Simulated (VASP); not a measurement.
# HPbNO4 (P1) in VASP: further runs

Aim: see how the results for HPbNO4 move with the level of theory and the settings. Levels: PBE+D4, PBE, RPBE. Tasks: single point, relaxation of cell and atoms.

All numbers are computed with VASP 6.6.1; they aren't measurements. Logs are shortened: lines on timing, memory, paths and dates and some standing lists are left out, and cuts for length are marked.

**1. The cell of the first run**

The typed cell holds 7 atoms: a = 4.152 Å, b = 4.269 Å, c = 6.679 Å, α = 72.49°, β = 72.30°, γ = 62.22°.

**2. Single point, PBE+D4**

INCAR

```
SYSTEM = HPbNO4
PREC = Accurate ; ENCUT = 520
EDIFF = 1E-6 ; ISMEAR = -1
SIGMA = 0.05 ; LREAL = .FALSE.
LASPH = .TRUE. ; NELM = 100
ALGO = Normal ; ISIF = 2
LWAVE = .FALSE. ; LCHARG = .FALSE.
GGA = PE ; IVDW = 13
NBANDS = 31
```

KPOINTS

```
regular mesh
0
G
  5 5 3
  0 0 0
```

POSCAR

```
HPbNO4
1.0
    4.1523236607     -0.0038680535      0.0036967637
    1.9933027572      3.7747467349     -0.0154274382
    2.0260125363      1.2280123595      6.2444493300
H Pb N O
1 1 1 4
Direct
    0.8940891031      0.6810309571      0.6229351657
    0.1383910020      0.9391074815      0.8837503466
    0.2571319690      0.2863911670      0.3039484684
    0.8321078614      0.6511109182      0.7800112482
    0.3898449748      0.2187434810      0.1139588891
    0.3134001796      0.0307701152      0.4605511001
    0.0737649101      0.6086458801      0.3263447821
```

Potentials or basis: VASP PAW PBE potentials, release 64 (H, Pb_d, N, O).

Launch:

```console
> cat potpaw_PBE.64/H/POTCAR potpaw_PBE.64/Pb_d/POTCAR potpaw_PBE.64/N/POTCAR potpaw_PBE.64/O/POTCAR > POTCAR
> mpirun -np 1 vasp_std > vasp.out
```

OUTCAR:

```text
SYSTEM = HPbNO4
   PREC = Accurate
   ENCUT = 520
   EDIFF = 1E-6
   ISMEAR = -1
   LREAL = .FALSE.
   LASPH = .TRUE.
   NELM = 100
   ISIF = 2
   GGA = PE
   IVDW = 13

 ion  position               nearest neighbor table
   1  0.894  0.681  0.623-   4 0.98
   2  0.138  0.939  0.884-   4 2.47   4 2.51   4 2.65   6 2.65   5 2.84   5 2.85   7 2.86   5 2.86

   3  0.257  0.286  0.304-   6 1.25   7 1.25   5 1.28
   4  0.832  0.651  0.780-   1 0.98   2 2.47   2 2.51   2 2.65
   5  0.390  0.219  0.114-   3 1.28   2 2.84   2 2.85   2 2.86
   6  0.313  0.031  0.461-   3 1.25   2 2.65
   7  0.074  0.609  0.326-   3 1.25   2 2.86

  Warning from LATTYP: Got some problem with cell dimensions!
  Tried to take original basis but could not verify dimensions!
  LATTYP: Found a triclinic cell.
 ALAT       =     7.5552582101
 B/A-ratio  =     0.5650035467
 C/A-ratio  =     0.8877445831
 COS(alpha) =     0.0110151571
 COS(beta)  =     0.1863193418
 COS(gamma) =     0.8738273017

  Lattice vectors:

 A1 = (   0.1657181463,  -7.5533615233,   0.0345516401)
 A2 = (  -1.9933027572,  -3.7747467349,   0.0154274382)
 A3 = (   2.1263111244,  -1.2318804130,  -6.2407525663)

Analysis of symmetry for initial positions (statically):
=====================================================================
 Subroutine PRICEL returns:
 Original cell was already a primitive cell.

 Routine SETGRP: Setting up the symmetry group for a
 triclinic supercell.

 Subroutine GETGRP returns: Found  1 space group operations
 (whereof  1 operations were pure point group operations)
 out of a pool of  2 trial point group operations.

The static configuration has the point symmetry C_1 .

Analysis of symmetry for dynamics (positions and initial velocities):
=====================================================================
 Subroutine PRICEL returns:
 Original cell was already a primitive cell.

 Routine SETGRP: Setting up the symmetry group for a
 triclinic supercell.

 Subroutine GETGRP returns: Found  1 space group operations
 (whereof  1 operations were pure point group operations)
 out of a pool of  2 trial point group operations.

The dynamic configuration has the point symmetry C_1 .

 Subroutine INISYM returns: Found  1 space group operations
 (whereof  1 operations are pure point group operations),
 and found     1 'primitive' translations

----------------------------------------------------------------------------------------

                                     Primitive cell

  volume of cell :      97.9830

  direct lattice vectors                    reciprocal lattice vectors
     4.152323661 -0.003868053  0.003696764     0.240757624 -0.127352003 -0.053069232
     1.993302757  3.774746735 -0.015427438     0.000292842  0.264550779 -0.052120677
     2.026012536  1.228012360  6.244449330    -0.000141807  0.000728988  0.160044872

  length of vectors
     4.152327108  4.268747685  6.678764001     0.277487135  0.269636358  0.160046595

  position of ions in fractional coordinates (direct lattice)
     0.894089103  0.681030957  0.622935166
     0.138391002  0.939107482  0.883750347
     0.257131969  0.286391167  0.303948468
     0.832107861  0.651110918  0.780011248
     0.389844975  0.218743481  0.113958889
     0.313400180  0.030770115  0.460551100
     0.073764910  0.608645880  0.326344782

  ion indices of the primitive-cell ions
   primitive index   ion index
                 1           1
                 2           2
                 3           3
                 4           4
                 5           5
                 6           6
                 7           7

----------------------------------------------------------------------------------------

 KPOINTS: regular mesh

Automatic generation of k-mesh.
 Grid dimensions read from file:
 generate k-points for:    5    5    3

 Generating k-lattice:

  Cartesian coordinates                     Fractional coordinates (reciprocal lattice)
     0.048151525 -0.025470401 -0.010613846     0.200000000  0.000000000  0.000000000
     0.000058568  0.052910156 -0.010424135    -0.000000000  0.200000000  0.000000000
    -0.000047269  0.000242996  0.053348291     0.000000000 -0.000000000  0.333333333

  Length of vectors
     0.055497427  0.053927272  0.053348865

  Shift w.r.t. Gamma in fractional coordinates (k-lattice)
     0.000000000  0.000000000  0.000000000

 Subroutine IBZKPT returns following result:
 ===========================================

 Found     38 irreducible k-points:

 Following reciprocal coordinates:
            Coordinates               Weight
  0.000000  0.000000  0.000000      1.000000
  0.200000 -0.000000 -0.000000      2.000000
  0.400000 -0.000000  0.000000      2.000000
 -0.000000  0.200000  0.000000      2.000000
  0.200000  0.200000  0.000000      2.000000
  0.400000  0.200000  0.000000      2.000000
[... 16 lines left out ...]
 -0.200000  0.200000  0.333333      2.000000
 -0.000000  0.400000  0.333333      2.000000
 [... further k-points ...]
   k-points           NKPTS =     38   k-points in BZ     NKDIM =     38   number of bands    NBANDS=     31
   number of dos      NEDOS =    301   number of ions     NIONS =      7
   total plane-waves  NPLWV =  51200
   dimension x,y,z NGX =    32 NGY =   32 NGZ =   50
   dimension x,y,z NGXF=    64 NGYF=   64 NGZF=  100
   ions per type =               1   1   1   4
   NGX,Y,Z   is equivalent  to a cutoff of  12.81, 12.46, 12.45 a.u.
   NGXF,Y,Z  is equivalent  to a cutoff of  25.62, 24.92, 24.89 a.u.
 SYSTEM =  HPbNO4
   PREC   = accura    normal or accurate (medium, high low for compatibility)
   ISTART =      0    job   : 0-new  1-cont  2-samecut
   ICHARG =      2    charge: 1-file 2-atom 10-const
   ISPIN  =      1    spin polarized calculation?
   LNONCOLLINEAR =      F non collinear calculations
   LSORBIT =      F    spin-orbit coupling
   LASPH  =      T    aspherical Exc in radial PAW
   ENCUT  =  520.0 eV  38.22 Ry    6.18 a.u.   7.72  7.94 12.42*2*pi/ulx,y,z
   NELM   =    100;   NELMIN=  2; NELMDL= -5     # of ELM steps
   EDIFF  = 0.1E-05   stopping-criterion for ELM
   LREAL  =      F    real-space projection
   EDIFFG = 0.1E-04   stopping-criterion for IOM
   NSW    =      0    number of steps for IOM
   IBRION =     -1    ionic relax: 0-MD 1-quasi-New 2-CG
   NFREE  =      0    steps in history (QN), initial steepest desc. (CG)
   ISIF   =      2    stress and relaxation
   ISYM   =      2    0-nonsym 1-usesym 2-fastsym
   POTIM  = 0.5000    time-step for ionic-motion
   TEBEG  =    0.0;   TEEND  =   0.0 temperature during run
   PSTRESS=    0.0 pullay stress
   NELECT =      44.0000    total number of electrons
   NUPDOWN=      -1.0000    fix difference up-down
   EMIN   =  10.00;   EMAX   =-10.00  energy-range for DOS
   EFERMI =   0.00;   METHOD = LEGACY
   ISMEAR =    -1;   SIGMA  =   0.05  broadening in eV -4-tet -1-fermi 0-gaus
   EFERMI_NEDOS =   21; number of points for ismear=-14 and -15
   IALGO  =     38    algorithm
   IMIX   =      4    mixing-type and parameters
     AMIX     =   0.40;   BMIX     =  1.00
     AMIX_MAG =   1.60;   BMIX_MAG =  1.00
  volume/ion in A,a.u.               =      14.00        94.46
  Fermi-wavevector in a.u.,A,eV,Ry     =   1.253648  2.369050 21.383353  1.571632
  Thomas-Fermi vector in A             =   2.387490
   LORBIT       =      0    0 simple, 1 ext, 2 COOP (PROOUT), +10 PAW based schemes
   GGA     = PE    functional components
   LHFCALC =     F    Hartree Fock is set to
   AEXX    =    0.0000 exact exchange contribution
   IVDW    =    13    specifies the selected vdW correction
   LEPSILON=     F    determine dielectric tensor
   LRPA    =     F    only Hartree local field effects (RPA)
 non-spin polarized calculation
  energy-cutoff  :      520.00
  volume of cell :       97.98
 maximum number of plane-waves:      2656
   NGX = 15   NGY = 15   NGZ = 25

 number of electron      43.9999994 magnetization

 Free energy of the ion-electron system (eV)
  ---------------------------------------------------
  ext. energy  EPLUGINS =         0.00000000
  ---------------------------------------------------
  free energy    TOTEN  =       -40.41553817 eV

  energy without entropy =      -40.41553817  energy(sigma->0) =      -40.41553817

 E-fermi :   2.2791     XC(G=0):  -8.7860

 val. band max:        1.1788931635   @ k =  -0.2000   0.4000   0.3333
 cond. band min:       3.9478268838   @ k =  -0.2000   0.4000   0.3333
 fundamental gap:      2.7689337203
 Fermi energy:         2.2791093020

 k-point     1 :       0.0000    0.0000    0.0000
  band No.  band energies     occupation
      1     -24.8688      2.00000
      2     -19.4335      2.00000
      3     -19.1232      2.00000
      4     -16.5531      2.00000
      5     -14.1024      2.00000
      6     -14.0846      2.00000
[... 23 lines left out ...]
     30      12.8732      0.00000
     31      13.3792      0.00000

 k-point     2 :       0.2000   -0.0000   -0.0000
  band No.  band energies     occupation
      1     -24.8574      2.00000
      2     -19.4533      2.00000
      3     -19.1275      2.00000
      4     -16.5449      2.00000
      5     -14.1162      2.00000
      6     -14.0976      2.00000
[... 23 lines left out ...]
     30      12.1492      0.00000
     31      12.9856      0.00000

 k-point     3 :       0.4000   -0.0000    0.0000
  band No.  band energies     occupation
      1     -24.8390      2.00000
      2     -19.4876      2.00000
      3     -19.1316      2.00000
      4     -16.5366      2.00000
      5     -14.1187      2.00000
      6     -14.0996      2.00000
[... 23 lines left out ...]
     30      11.6674      0.00000
     31      12.7912      0.00000

 k-point     4 :      -0.0000    0.2000    0.0000
  band No.  band energies     occupation
      1     -24.8502      2.00000
      2     -19.4797      2.00000
      3     -19.1319      2.00000
      4     -16.5451      2.00000
      5     -14.1136      2.00000
      6     -14.0857      2.00000
[... 23 lines left out ...]
     30      12.2335      0.00000
     31      13.1604      0.00000

 k-point     5 :       0.2000    0.2000    0.0000
  band No.  band energies     occupation
      1     -24.8567      2.00000
      2     -19.4541      2.00000
      3     -19.1270      2.00000
      4     -16.5452      2.00000
      5     -14.1127      2.00000
      6     -14.1003      2.00000
[... 23 lines left out ...]
     30      12.2275      0.00000
     31      13.0018      0.00000
[... 542 lines left out ...]
     30      11.9786      0.00000
     31      13.4208      0.00000

 k-point    22 :      -0.4000    0.2000    0.3333
  band No.  band energies     occupation
      1     -24.8294      2.00000
      2     -19.5114      2.00000
      3     -19.1343      2.00000
      4     -16.5337      2.00000
      5     -14.1168      2.00000
      6     -14.0985      2.00000
[... 23 lines left out ...]
     30      11.8741      0.00000
     31      13.0934      0.00000

 k-point    23 :      -0.2000    0.2000    0.3333
  band No.  band energies     occupation
      1     -24.8330      2.00000
      2     -19.5150      2.00000
      3     -19.1388      2.00000
      4     -16.5342      2.00000
      5     -14.1239      2.00000
      6     -14.0969      2.00000
[... 23 lines left out ...]
     30      12.2060      0.00000
     31      12.6906      0.00000

 k-point    24 :      -0.0000    0.4000    0.3333
  band No.  band energies     occupation
      1     -24.8201      2.00000
      2     -19.5547      2.00000
      3     -19.1415      2.00000
      4     -16.5337      2.00000
      5     -14.1182      2.00000
      6     -14.0901      2.00000
[... 23 lines left out ...]
     30      11.9964      0.00000
     31      13.3403      0.00000

 [... further k-points ...]

------------------------ aborting loop because EDIFF is reached ----------------------------------------

  DFT-D4 for vdW energy calculation

  Edisp (eV):   -0.89696

  FORCE on cell =-STRESS in cart. coord.  units (eV):
  Direction    XX          YY          ZZ          XY          YZ          ZX
  --------------------------------------------------------------------------------------
  -------------------------------------------------------------------------------------
  Total      -0.13812     0.61557     0.64007    -0.04526    -0.06146     0.00360
  in kB      -2.25846    10.06558    10.46608    -0.74012    -1.00495     0.05890
  external pressure =        6.09 kB  Pullay stress =        0.00 kB

 VOLUME and BASIS-vectors are now :
 -----------------------------------------------------------------------------
  energy-cutoff  :      520.00
  volume of cell :       97.98
      direct lattice vectors                 reciprocal lattice vectors
     4.152323661 -0.003868053  0.003696764     0.240757624 -0.127352003 -0.053069232
     1.993302757  3.774746735 -0.015427438     0.000292842  0.264550779 -0.052120677
     2.026012536  1.228012360  6.244449330    -0.000141807  0.000728988  0.160044872

 POSITION                                       TOTAL-FORCE (eV/Angst)
 -----------------------------------------------------------------------------------
      6.33212      3.33223      3.88269        -0.001335     -0.008641     -0.107162
      4.23706      4.62961      5.50456         0.000376      0.006261      0.005881
      2.25436      1.45331      1.89452         0.003865     -0.052352     -0.083446
      6.33335      3.41242      4.86377         0.000864      0.005714      0.092309
      2.28567      0.96414      0.70968         0.007260     -0.121938     -0.294936
      2.29576      0.68050      2.87657         0.014018     -0.255674      0.341483
      2.18069      2.69795      2.02873        -0.025047      0.426630      0.045872
 -----------------------------------------------------------------------------------
    total drift:                               -0.000189     -0.000247     -0.000027

  FREE ENERGIE OF THE ION-ELECTRON SYSTEM (eV)
  ---------------------------------------------------
  free  energy   TOTEN  =       -41.3125002404 eV

  energy  without entropy=      -41.3125002403  energy(sigma->0) =      -41.31250024
```

Run time: 50 s. Hardware: 1 thread of Intel Xeon Platinum 8559C (Emerald Rapids), shared host; peak memory 0.28 GiB.

Results:

```yaml
Free_energy: -41.3125 eV
Pressure: 0.6 GPa
Largest_force: 0.430 eV/Å
Band_gap_on_the_k_mesh: 2.77 eV
Dispersion_energy_per_atom: -0.128 eV
```

Forces on the atoms (eV/Å):
```
H   -0.001 -0.009 -0.107
Pb   0.000  0.006  0.006
N    0.004 -0.052 -0.083
O    0.001  0.006  0.092
O    0.007 -0.122 -0.295
O    0.014 -0.256  0.341
O   -0.025  0.427  0.046
```

Stress tensor (GPa, compression positive):
```
-0.23 -0.07  0.01
-0.07  1.01 -0.10
 0.01 -0.10  1.05
```

Caveat: the standard files for N, O and F lose accuracy on very short bonds; spin-orbit coupling is left out, which moves the levels of the heavy elements; an odd mesh through Γ misses points on the zone boundary, where band edges can lie.

**3. Relaxation of cell and atoms, PBE+D4**

This run uses another cell than the first one, of 14.48 Å³/atom.

INCAR

```
SYSTEM = HPbNO4
PREC = Accurate
ENCUT = 600
EDIFF = 1E-6
ISMEAR = -1
SIGMA = 0.05
LREAL = .False.
LASPH = .True.
NELM = 80
ALGO = Normal
ISIF = 3
LWAVE = .False.
LCHARG = .False.
GGA = PE
IVDW = 13
IBRION = 2
NSW = 60
EDIFFG = -0.01
```

KPOINTS

```
Automatic mesh
0
Gamma
  5 5 3
  0 0 0
```

POSCAR

```
HPbNO4
1.0
    4.2040700000      0.0000000000      0.0000000000
    2.0217200000      3.8395200000      0.0000000000
    2.0468600000      1.2790000000      6.2813200000
H Pb N O
1 1 1 4
Direct
    0.8914500000      0.6820200000      0.6279600000
    0.1442600000      0.9287200000      0.8835200000
    0.2567000000      0.2886100000      0.3017100000
    0.8310800000      0.6505600000      0.7840500000
    0.3869400000      0.2238000000      0.1129500000
    0.3110400000      0.0357600000      0.4585600000
    0.0772600000      0.6063300000      0.3227500000
```

Potentials or basis: VASP PAW PBE potentials, release 64 (H, Pb_d, N, O).

Launch:

```console
> cat potpaw_PBE.64/H/POTCAR potpaw_PBE.64/Pb_d/POTCAR potpaw_PBE.64/N/POTCAR potpaw_PBE.64/O/POTCAR > POTCAR
> mpirun -np 1 vasp_std > vasp.out
```

It took 19 min on 1 thread of Intel Xeon Platinum 8559C (Emerald Rapids), shared host; peak memory 0.36 GiB.

Results (log left out):

```
Free energy                           : -41.3422 eV
Relaxed volume                        : 13.89 Å³/atom
Relaxed cell                          : a = 4.143 Å, b = 4.252 Å, c = 6.671 Å, α = 72.68°, β = 72.29°, γ = 62.09°
Space group after relaxing (to 0.1 Å) : P1 (No. 1)
Energy gained by relaxing             : 3.9 meV/atom
Ionic steps                           : 39
Pressure after relaxing               : 0.0 GPa
Largest force after relaxing          : 0.010 eV/Å
Band gap on the k mesh                : 2.69 eV
Dispersion energy per atom            : -0.129 eV
```

Forces in eV/Å, atoms in the order of the input:
```
H   -0.001  0.007  0.002
Pb  -0.001 -0.003  0.006
N    0.006  0.004 -0.004
O    0.001 -0.002  0.001
O   -0.003 -0.002  0.009
O    0.000 -0.006 -0.006
O   -0.002  0.002 -0.007
```

Step by step:
```tsv
step	energy change (eV)	largest force (eV/Å)	pressure (GPa)	volume (Å³)
1	0.0000	0.4199	-0.81	101.39
2	0.0005	0.8050	-2.45	100.32
3	-0.0073	0.2043	-1.64	100.87
4	-0.0174	0.1259	-0.77	99.33
5	-0.0193	0.1840	-0.11	98.37
6	-0.0200	0.2030	0.22	98.06
7	-0.0203	0.1213	0.12	98.16
8	-0.0213	0.1080	0.09	98.13
9	-0.0226	0.2857	-0.01	98.02
10	-0.0230	0.2533	-0.04	98.01
11	-0.0239	0.1565	-0.09	97.97
12	-0.0247	0.0843	-0.18	97.90
13	-0.0248	0.1126	-0.19	97.89
14	-0.0250	0.0896	-0.17	97.85
15	-0.0254	0.0530	-0.08	97.74
16	-0.0252	0.1335	0.11	97.51
17	-0.0254	0.0684	0.00	97.66
18	-0.0256	0.0499	-0.06	97.61
19	-0.0257	0.0591	-0.12	97.57
20	-0.0259	0.0527	-0.09	97.50
21	-0.0263	0.0380	0.02	97.30
22	-0.0263	0.0556	0.25	96.90
23	-0.0264	0.0416	0.16	97.07
24	-0.0266	0.0245	0.14	97.11
25	-0.0268	0.0799	0.10	97.20
26	-0.0269	0.0577	0.06	97.22
27	-0.0270	0.0358	-0.03	97.30
28	-0.0270	0.0358	-0.01	97.31
29	-0.0270	0.0359	-0.04	97.32
30	-0.0270	0.0360	-0.04	97.31
31	-0.0270	0.0293	-0.03	97.31
32	-0.0270	0.0199	-0.03	97.32
33	-0.0270	0.0254	-0.02	97.32
34	-0.0271	0.0197	-0.02	97.32
35	-0.0271	0.0309	-0.02	97.31
36	-0.0271	0.0286	-0.02	97.30
37	-0.0271	0.0229	-0.01	97.28
38	-0.0272	0.0306	0.00	97.25
39	-0.0272	0.0098	0.01	97.24
```

Final structure:
```
H Pb N O
1.0
     4.14311   -0.00096    0.00422
     1.99154    3.75725   -0.02206
     2.02328    1.21210    6.24047
H Pb N O
1 1 1 4
Cartesian
  6.3225 3.3044 3.8628
  4.2320 4.6086 5.4941
  2.2499 1.4444 1.8974
  6.3231 3.3888 4.8465
  2.2812 0.9531 0.7084
  2.2878 0.6687 2.8846
  2.1804 2.6954 2.0317
```

Levels at points of the mesh, in eV from the valence-band top:
| k point | band 18 | band 19 | band 20 | band 21 | band 22 | band 23 | band 24 | band 25 | band 26 |
| --- | --- | --- | --- | --- | --- | --- | --- | --- | --- |
| (0.00, 0.00, 0.00) | -2.18 | -2.10 | -1.53 | -1.48 | -0.84 | 3.44 | 4.33 | 5.67 | 6.35 |

Caveat: the standard files for N, O and F lose accuracy on very short bonds; spin-orbit coupling is left out, which moves the levels of the heavy elements; an odd mesh through Γ misses points on the zone boundary, where band edges can lie.

[end of part 1 of 2]
